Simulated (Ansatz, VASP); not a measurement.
# Two plane-wave programs on ScH3

```
CELL_PARAMETERS angstrom
0.00000 2.55902 2.55902
2.55902 0.00000 2.55902
2.55902 2.55902 0.00000
ATOMIC_POSITIONS crystal
Sc 0.00000 0.00000 0.00000
H 0.50000 0.50000 0.50000
H 0.25000 0.25000 0.25000
H 0.75000 0.75000 0.75000
```

Alike in both runs: task single point; functional PBEsol; k mesh 10 × 10 × 10; occupations gaussian, width 0.05 eV; no spin polarisation.

|  | VASP | Ansatz |
| --- | --- | --- |
| version | VASP 6.6.1 | Ansatz 0.2.0 |
| potentials or method | VASP PAW PBE potentials, release 64 (Sc_sv, H), cutoff 520 eV | scalar-relativistic, plane waves, PAW |
| valence electrons in the cell | 14 | 14 |

|  | VASP | Ansatz | Ansatz less VASP |
| --- | --- | --- | --- |
| pressure (GPa) | -18.8 | -18.8 | 0.00 |

VASP's potentials were made for PBE, not for PBEsol.
